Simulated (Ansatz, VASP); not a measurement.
Mg: VASP beside Ansatz

```xyz
1
Lattice="-1.4666 1.4666 1.4666 1.4666 -1.4666 1.4666 1.4666 1.4666 -1.4666" Properties=species:S:1:pos:R:3 pbc="T T T"
Mg    0.0000    0.0000    0.0000
```

Change from the starting cell: volume scaled by 0.98.

Alike in both runs: task single point; functional PBEsol; k mesh 16 × 16 × 16; occupations fermi-dirac, width 0.05 eV; no spin polarisation.

|  | VASP | Ansatz |
| --- | --- | --- |
| version | VASP 6.6.1 | Ansatz 0.2.0 |
| potentials or method | VASP PAW PBE potentials, release 64 (Mg), cutoff 520 eV | all-electron LAPW, scalar-relativistic |

|  | VASP | Ansatz | Ansatz less VASP |
| --- | --- | --- | --- |
| pressure (GPa) | 66.2 | 64.7 | -1.48 |

VASP's potentials were made for PBE, not for PBEsol. Both programs put the cell under a high pressure, so it lies far from rest at this level. Ansatz ran all-electron here, and VASP with PAW potentials.

Noted on VASP's run: the cell as given lies far from equilibrium.
